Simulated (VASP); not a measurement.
Sb, 1 atom in the cell. Symmetry: Im-3m, No. 229, cubic system. The conventional cell has a = 3.742 Å, b = 3.742 Å, c = 3.742 Å, α = 90.00°, β = 90.00°, γ = 90.00°. Within 4.3 Å of Sb (site symmetry m-3m) lie 14 Sb at 3.24 to 3.74 Å. 

* Program: VASP 6.6.1
* Task: single point
* Functional: PBEsol
* Potentials or basis: VASP PAW PBE potentials, release 64 (Sb)
* Cutoff: 520 eV
* k mesh: 10 × 10 × 10
* Occupations: fermi-dirac, width 0.1 eV
* Spin: no spin polarisation
* Dipole correction: no
* Further INCAR settings: ALGO = Normal; EDIFF = 1e-07; NBANDS = 8

Potentials or basis: VASP PAW PBE potentials, release 64 (Sb).

Command:

```sh
$ cat potpaw_PBE.64/Sb/POTCAR > POTCAR
$ mpirun -np 1 vasp_std > vasp.out
```

Hardware: 1 thread of Intel Xeon 8259CL, on a shared host.

Problem. Estimate the wall time of this run.

Solution. Wall time 7.8 s on 1 thread of Intel Xeon 8259CL, on a shared host, peak memory 0.14 GiB. Counts: scf iterations 9, k points 47.
